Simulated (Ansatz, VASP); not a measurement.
## Two plane-wave programs on ScAgC4N4

```
Sc Ag C N
1.0
     6.13377    0.00000    0.00000
     0.00000    6.13377    0.00000
     0.00000    0.00000    6.13377
Sc Ag C N
1 1 4 4
Direct
  0.50000 0.50000 0.50000
  0.00000 0.00000 0.00000
  0.19032 0.19032 0.19032
  0.19032 0.80968 0.80968
  0.80968 0.19032 0.80968
  0.80968 0.80968 0.19032
  0.30045 0.30045 0.30045
  0.30045 0.69955 0.69955
  0.69955 0.30045 0.69955
  0.69955 0.69955 0.30045
```

Alike in both runs: task relaxation of cell and atoms; functional PBE; k mesh 4 × 4 × 4; occupations gaussian, width 0.1 eV; no spin polarisation.

```csv
,VASP,Ansatz
version,VASP 6.6.1,Ansatz 0.2.0
potentials or method,"VASP PAW PBE potentials, release 64 (Sc_sv, Ag, C, N), cutoff 600 eV","scalar-relativistic, plane waves, PAW"
valence electrons in the cell,58,66
```

|  | VASP | Ansatz | Ansatz less VASP |
| --- | --- | --- | --- |
| gap on the k mesh at the Fermi level, each at its own relaxed structure (eV) | 2.73 | 2.74 | +0.004 |
| relaxed volume (Å³/atom) | 24.44 | 24.32 | -0.116 |
| relaxed length of the cell vector where the two differ most in proportion (Å) | 6.252 | 6.242 | -0.0099 |

VASP's potentials hold 58 valence electrons a cell and Ansatz's 66, so a difference there can come from the potentials and not from the codes.

Noted on VASP's run: the standard files for N, O and F lose accuracy on very short bonds.
